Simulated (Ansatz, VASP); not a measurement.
**Two plane-wave programs on In3Se**

The input INCAR:

```
SYSTEM = In3Se
  ALGO = Normal
  EDIFF = 1E-7
  EDIFFG = -0.01
  ENCUT = 600
  GGA = PS
  IBRION = 2
  ISIF = 3
  ISMEAR = 0
  IVDW = 12
  LASPH = .TRUE.
  LCHARG = .FALSE.
  LREAL = .FALSE.
  LWAVE = .FALSE.
  NELM = 60
  NSW = 80
  PREC = Accurate
  SIGMA = 0.1
```

KPOINTS

```
k-points
0
G
  10 10 10
  0 0 0
```

The input POSCAR:

```
In3Se
1.0
    4.8037580000      0.0000000000      0.0000000000
    0.0000000000      4.8037580000      0.0000000000
    0.0000000000      0.0000000000      4.8037580000
In Se
3 1
Direct
    0.0000000000      0.5000000000      0.5000000000
    0.5000000000      0.0000000000      0.5000000000
    0.5000000000      0.5000000000      0.0000000000
    0.0000000000      0.0000000000      0.0000000000
```

Input for Ansatz:

```yaml
crystal:
  lattice:
    - [4.803758, 0.0, 0.0]
    - [0.0, 4.803758, 0.0]
    - [0.0, 0.0, 4.803758]
  atoms:
    - { symbol: In, position: [0.0, 0.5, 0.5] }
    - { symbol: In, position: [0.5, 0.0, 0.5] }
    - { symbol: In, position: [0.5, 0.5, 0.0] }
    - { symbol: Se, position: [0.0, 0.0, 0.0] }
basis:
  ecutwfc: 420
kpoints:
  mp_grid: { grid: [10, 10, 10] }
hamiltonian:
  xc: pbesol
  dispersion: d3bj
scf:
  occupations: { method: gaussian, width: 0.1 }
output:
  forces: true
  stress: true
  eigenvalues: true
relax:
  adjacent_minimum: "off"
  f_tol: 0.01
  max_steps: 60
  cell: { stress_tol: 0.05 }
```

Alike in both runs: task relaxation of cell and atoms; functional PBEsol; dispersion D3(BJ); k mesh 10 × 10 × 10; occupations gaussian, width 0.1 eV; no spin polarisation.

|  | VASP | Ansatz |
| --- | --- | --- |
| version | VASP 6.6.1 | Ansatz 0.2.0 |
| potentials or method | VASP PAW PBE potentials, release 64 (In_d, Se), cutoff 600 eV | scalar-relativistic, plane waves, PAW |
| valence electrons in the cell | 45 | 55 |

Ansatz gave:

| Item | Value |
| --- | --- |
| gap on the k mesh at the Fermi level, each at its own relaxed structure (eV) | none |
| relaxed volume (Å³/atom) | 24.14 |
| relaxed length of the cell vector where the two differ most in proportion (Å) | 4.588 |

**Question.** Which values does VASP return?

**Answer.** gap on the k mesh at the Fermi level, each at its own relaxed structure (eV): none; relaxed volume (Å³/atom): 24.18; relaxed length of the cell vector where the two differ most in proportion (Å): 4.590.

VASP's potentials were made for PBE, not for PBEsol. A gap of «none» marks a metal or a gap that the smearing closes. VASP's potentials hold 45 valence electrons a cell and Ansatz's 55, so a difference there can come from the potentials and not from the codes.
